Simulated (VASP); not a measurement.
# W (P1) in VASP: a series of runs, part 2 of 2

VASP 6.6.1. Earlier steps stand in the parts before.

## (3) Single point, PBE

Input file INCAR:

```
SYSTEM = W
ALGO = Normal ; EDIFF = 1E-6
ENCUT = 520 ; GGA = PE
ISIF = 2 ; ISMEAR = -1
LASPH = .True. ; LCHARG = .False.
LREAL = Auto ; LWAVE = .False.
NBANDS = 126 ; NELM = 100
PREC = Accurate ; SIGMA = 0.17
```

Input file KPOINTS:

```
k-points
0
Gamma
  3 3 3
  0 0 0
```

Input file POSCAR:

```
W
1.0
    6.6213980000      0.0000000000      0.0000000000
    0.0000000000      6.6213980000      0.0000000000
    0.0000000000      0.0000000000      6.6213980000
W
16
Direct
   -0.0078986341     -0.0186818554     -0.0306430757
    0.4931737980      0.0119612203      0.0212945967
    0.0102546320      0.4781014523      0.0181532661
    0.0070528912      0.0148760126      0.4969645383
    0.2542061359      0.2475006033      0.2491014737
    0.5112062438      0.5223217212     -0.0069320708
    0.5055729923     -0.0002114357      0.5063885300
    0.7479991386      0.2514574717      0.2286073122
    0.0218835962      0.4984294857      0.5161447779
    0.2245900337      0.7344068428      0.2669828939
    0.2619537445      0.2402362764      0.7758180372
    0.5022353286      0.5337996598      0.4890508017
    0.7459149865      0.7340896892      0.2402664815
    0.7459753967      0.2437702733      0.7574080277
    0.2362038953      0.7537079028      0.7284111301
    0.7396927356      0.7542364921      0.7429850917
```

Potentials or basis: VASP PAW PBE potentials, release 64 (W_sv).

Command:

```console
cat potpaw_PBE.64/W_sv/POTCAR > POTCAR
mpirun -np 1 vasp_std > vasp.out
```

OUTCAR:

```text
SYSTEM = W
   EDIFF = 1E-6
   ENCUT = 520
   GGA = PE
   ISIF = 2
   ISMEAR = -1
   LASPH = .True.
   LREAL = Auto
   NELM = 100
   PREC = Accurate

 ion  position               nearest neighbor table
   1  0.992  0.981  0.969-  16 2.70  15 2.73  14 2.77  11 2.79  13 2.92   8 2.96  10 2.99   5 3.09
                             4 3.14   3 3.31   2 3.33   2 3.34   3 3.35
   2  0.493  0.012  0.021-   5 2.69   8 2.69  11 2.70  14 2.87  13 2.88  16 3.00  10 3.03  15 3.10
                             7 3.21   6 3.25   1 3.33   1 3.34   6 3.39   7 3.41
   3  0.010  0.478  0.018-   8 2.69   5 2.70  10 2.76  11 2.80  13 2.85  14 2.91  15 3.04  16 3.14
                             9 3.30   1 3.31   6 3.32   9 3.33   6 3.33   1 3.35
   4  0.007  0.015  0.497-  15 2.76   5 2.78  10 2.80  14 2.87  11 2.91   8 2.92  16 2.96  13 3.06
                             1 3.14   9 3.21   7 3.30   7 3.32   9 3.42
   5  0.254  0.248  0.249-   2 2.69   3 2.70   4 2.78   9 2.87   7 2.89  12 2.97   6 3.01   1 3.09
                            11 3.13  10 3.23   8 3.27   8 3.35  10 3.41  11 3.49
   6  0.511  0.522  0.993-  13 2.66  16 2.72   8 2.85  14 2.87  11 2.88  15 2.96  10 2.98   5 3.01
                             2 3.25  12 3.29   3 3.32   3 3.33  12 3.34   2 3.39
   7  0.506  1.000  0.506-  16 2.74  14 2.81  15 2.83  11 2.88   5 2.89  13 2.96   8 2.96  10 3.01
[... 2002 lines left out ...]
    123      11.1687      0.00008
    124      11.2575      0.00005
 [bands above 124 left out]

------------------------ aborting loop because EDIFF is reached ----------------------------------------

  FORCE on cell =-STRESS in cart. coord.  units (eV):
  Direction    XX          YY          ZZ          XY          YZ          ZX
  --------------------------------------------------------------------------------------
  -------------------------------------------------------------------------------------
  Total      -42.6557482    -41.5163614    -38.9113578      1.3969010      0.5283314      0.8301253
  in kB     -235.4176750   -229.1293834   -214.7523318      7.7095162      2.9158687      4.5814734
  external PRESSURE =    -226.4331301 kB  Pullay stress =       0.0000000 kB

 VOLUME and BASIS-vectors are now :
 -----------------------------------------------------------------------------
  energy-cutoff  :      520.00
  volume of cell :      290.30
      direct lattice vectors                 reciprocal lattice vectors
     6.621398000  0.000000000  0.000000000     0.151025509  0.000000000  0.000000000
     0.000000000  6.621398000  0.000000000     0.000000000  0.151025509  0.000000000
     0.000000000  0.000000000  6.621398000     0.000000000  0.000000000  0.151025509

 POSITION                                       TOTAL-FORCE (eV/Angst)
 -----------------------------------------------------------------------------------
      6.56910      6.49770      6.41850         0.200708      0.776060      1.934882
      3.26550      0.07920      0.14100         0.316020     -0.750067     -1.081045
      0.06790      3.16570      0.12020        -0.432523      0.994863     -1.165612
      0.04670      0.09850      3.29060        -0.677036     -0.553661     -0.580591
      1.68320      1.63880      1.64940        -0.200138     -0.105443      1.008933
      3.38490      3.45850      6.57550        -0.673467     -1.191348      0.082280
[... 8 lines left out ...]
      1.56400      4.99060      4.82310         0.958004     -0.066244      1.887839
      4.89780      4.99410      4.91960         0.561181     -0.367989      0.020687
 -----------------------------------------------------------------------------------
    total drift:                               -0.003798      0.009520     -0.001783

  FREE ENERGIE OF THE ION-ELECTRON SYSTEM (eV)
  ---------------------------------------------------
  free  energy   TOTEN  =      -202.6772438255 eV

  energy  without entropy=     -201.8235851568  energy(sigma->0) =     -202.25041449
```

stdout:

```text
POSCAR found type information on POSCAR W
 POSCAR found :  1 types and      16 ions
 scaLAPACK will be used
 LDA part: xc-table for (Slater+PW92), standard interpolation
 POSCAR, INCAR and KPOINTS ok, starting setup
 FFT: planning ... GRIDC
 FFT: planning ... GRID_SOFT
 FFT: planning ... GRID
 WAVECAR not read
 entering main loop
```

Run time: 6.9 min. Hardware: 1 thread of Intel Xeon 6975P-C (Granite Rapids), shared host; peak memory 0.52 GiB.

What came out:

```
Free energy            : -202.6772 eV
Pressure               : -22.6 GPa
Largest force          : 2.605 eV/Å
Band gap on the k mesh : zero (band 112 reaches 9.58 eV, above the bottom of band 113 at 9.43 eV)
```

Forces on the atoms (eV/Å):
```
W    0.201  0.776  1.935
W    0.316 -0.750 -1.081
W   -0.433  0.995 -1.166
W   -0.677 -0.554 -0.581
W   -0.200 -0.105  1.009
W   -0.673 -1.191  0.082
W   -0.110  0.940 -0.153
W    0.179 -0.446  1.838
W   -1.856 -0.482 -0.454
W    1.447  1.391 -1.660
W   -0.573  0.595 -1.553
W    0.296 -2.550  0.423
W    0.267  1.418  0.523
W    0.297  0.399 -1.071
W    0.958 -0.066  1.888
W    0.561 -0.368  0.021
```

Stress tensor (GPa, compression positive):
```
-23.54   0.77   0.46
  0.77 -22.91   0.29
  0.46   0.29 -21.48
```

Caveat: spin-orbit coupling is left out, which moves the levels of the heavy elements; forces of over 1 eV/Å act on the atoms, so gaps and moduli don't describe the material at rest.

## (4) Single point, PBE

Input file INCAR:

```
SYSTEM = W
PREC     = Accurate       ! precision mode
ENCUT    = 520            ! plane-wave cutoff, eV
EDIFF    = 1E-7           ! SCF threshold, eV
ISMEAR   = -1             ! smearing method
SIGMA    = 0.17           ! smearing width, eV
LREAL    = Auto         
LASPH    = .TRUE.         ! aspherical terms in the spheres
NELM     = 100            ! most SCF steps
ALGO     = Normal         ! electronic algorithm
ISIF     = 2              ! what is computed and relaxed
LWAVE    = .FALSE.        ! write WAVECAR
LCHARG   = .FALSE.        ! write CHGCAR
GGA      = PE             ! functional
NBANDS   = 126            ! bands
```

Input file KPOINTS:

```
Automatic mesh
0
G
  3 3 3
  0 0 0
```

Input file POSCAR:

```
W
1.0
    6.6213980000      0.0000000000      0.0000000000
    0.0000000000      6.6213980000      0.0000000000
    0.0000000000      0.0000000000      6.6213980000
W
16
Direct
   -0.0116289642      0.0074908652     -0.0500951612
    0.5097110912     -0.0148307049      0.0420908092
    0.0052103800      0.4901532879      0.0324251767
   -0.0168544467      0.0239224405      0.4953636679
    0.2549008533      0.2371251509      0.2709850699
    0.4953183603      0.4981576398     -0.0186667529
    0.4904704414      0.0010420760      0.5067509913
    0.7587672573      0.2342858714      0.2425469667
    0.0315794338      0.4983690755      0.5050897107
    0.2393754310      0.7350260474      0.2627390772
    0.2531187523      0.2439364013      0.7721783225
    0.5119915764      0.5266410507      0.4882352639
    0.7681761465      0.7263420806      0.2580874915
    0.7332137413      0.2539947002      0.7391490438
    0.2371251509      0.7648988930      0.7253000046
    0.7395115050      0.7734620393      0.7278070281
```

Command:

```console
cat potpaw_PBE.64/W_sv/POTCAR > POTCAR
mpirun -np 1 vasp_std > vasp.out
```

Wall time 8.5 min (1 thread of Intel Xeon 6975P-C (Granite Rapids), shared host); peak memory 0.52 GiB.

Results (log left out):

| Quantity | Value |
| --- | --- |
| Free energy | -201.9377 eV |
| Pressure | -20.9 GPa |
| Largest force | 2.786 eV/Å |
| Band gap on the k mesh | zero (band 112 reaches 9.67 eV, above the bottom of band 113 at 9.39 eV) |

Forces in eV/Å, atoms in the order of the input:
```
W    0.303 -0.626  2.698
W   -0.770  0.557 -1.836
W   -0.011  0.134 -1.940
W    1.027 -1.649 -0.528
W   -0.051  0.782 -1.023
W    0.466  0.208  0.787
W    0.214  0.669  0.038
W   -0.815  0.976  0.338
W   -1.962 -0.113  0.511
W    1.030  1.037 -1.164
W    0.064  0.805 -1.153
W   -0.213 -2.056  0.571
W   -1.035  1.282 -0.746
W    0.675  0.620  0.234
W    0.713 -0.942  1.949
W    0.364 -1.684  1.264
```

Stress tensor (GPa, compression positive):
```
-21.84   1.04   0.22
  1.04 -21.78  -0.70
  0.22  -0.70 -19.22
```

Levels at points of the mesh, in eV from the Fermi level:
```csv
k point,band 108,band 109,band 110,band 111,band 112,band 113,band 114,band 115,band 116,band 117
"(0.00, 0.00, 0.00)",-0.26,-0.24,-0.11,0.07,0.24,0.38,0.42,0.48,0.54,0.68
```

Caveat: spin-orbit coupling is left out, which moves the levels of the heavy elements; forces of over 1 eV/Å act on the atoms, so gaps and moduli don't describe the material at rest.
